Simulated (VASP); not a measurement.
The system is Sb.

```
CELL_PARAMETERS angstrom
2.13974 1.23538 3.73278
-2.13974 1.23538 3.73278
0.00000 -2.47076 3.73278
ATOMIC_POSITIONS crystal
Sb 0.76651 0.76651 0.76651
Sb 0.23349 0.23349 0.23349
```

Base run:

| Property | Result |
| --- | --- |
| Program | VASP 6.6.1 |
| Functional | PBE |
| Potentials or basis | VASP PAW PBE potentials, release 64 (Sb) |
| Cutoff | 520 eV |
| k mesh | 8 × 8 × 8 |
| Occupations | fermi-dirac, width 0.05 eV |
| Spin | no spin polarisation |

Its results: band gap on the k mesh zero (band 5 reaches 7.64 eV, above the bottom of band 6 at 7.34 eV); pressure 4.1 GPa; largest force 0.316 eV/Å.

The run is repeated on the same cell with these changes: functional from PBE to r2SCAN; further incar settings from ALGO = Normal; EDIFF = 1e-07; NBANDS = 12 to ALGO = Normal; EDIFF = 1e-06; NBANDS = 12. What comes out?

Band gap on the k mesh zero (band 5 reaches 7.68 eV, above the bottom of band 6 at 7.45 eV); pressure 3.1 GPa; largest force 0.162 eV/Å.

Caveats: spin-orbit coupling is left out, which moves the levels of the heavy elements; the PAW data sets were made with another functional, which shifts forces and pressure a little (some runs).
